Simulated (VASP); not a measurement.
Write the native input for VASP 6.6.1 that does the following.

| Item | Value |
| --- | --- |
| Task | single point |
| Functional | PBE |
| Potentials or basis | VASP PAW PBE potentials, release 64 (Ca_sv, Sr_sv, Te) |
| Cutoff | 520 eV |
| k mesh | 6 × 6 × 6 |
| Occupations | gaussian, width 0.01 eV |
| Spin | no spin polarisation |
| Dipole correction | no |
| Further INCAR settings | ALGO = Normal; EDIFF = 1e-06; NBANDS = 24 |

The structure of SrCaTe2 lies in POSCAR:

```
SrCaTe2
1.0
    2.3129611684      1.3353887533      7.5589775398
   -2.3129611684      1.3353887533      7.5589775398
    0.0000000000     -2.6707775063      7.5589775399
Ca Sr Te
1 1 2
Direct
    1.0000000000      0.0000000000      0.0000000000
    0.5000000000      0.5000000000      0.5000000000
    0.2542541293      0.2542541293      0.2542541293
    0.7457458707      0.7457458707      0.7457458707
```

These files were run (other wordings do the same):

INCAR

```
SYSTEM = SrCaTe2
  ALGO = Normal
  EDIFF = 1E-6
  ENCUT = 520
  GGA = PE
  ISIF = 2
  ISMEAR = 0
  LASPH = .TRUE.
  LCHARG = .FALSE.
  LREAL = .FALSE.
  LWAVE = .FALSE.
  NBANDS = 24
  NELM = 100
  PREC = Accurate
  SIGMA = 0.01
```

KPOINTS

```
k-points
0
G
  6 6 6
  0 0 0
```

Potentials or basis: VASP PAW PBE potentials, release 64 (Ca_sv, Sr_sv, Te).

The run is started by

```bash
$ cat potpaw_PBE.64/Ca_sv/POTCAR potpaw_PBE.64/Sr_sv/POTCAR potpaw_PBE.64/Te/POTCAR > POTCAR
$ mpirun -np 1 vasp_std > vasp.out
```

Results of the run:

```
Pressure               : 0.3 GPa
Largest force          : 0.008 eV/Å
Band gap on the k mesh : 1.62 eV (least direct gap 2.52 eV)
```

Caveat: spin-orbit coupling is left out, which moves the levels of the heavy elements.

Run time: 120 s on 1 thread of Intel(R) Xeon(R) 6975P-C (Granite Rapids), with other jobs on the host, peak memory 0.54 GiB.
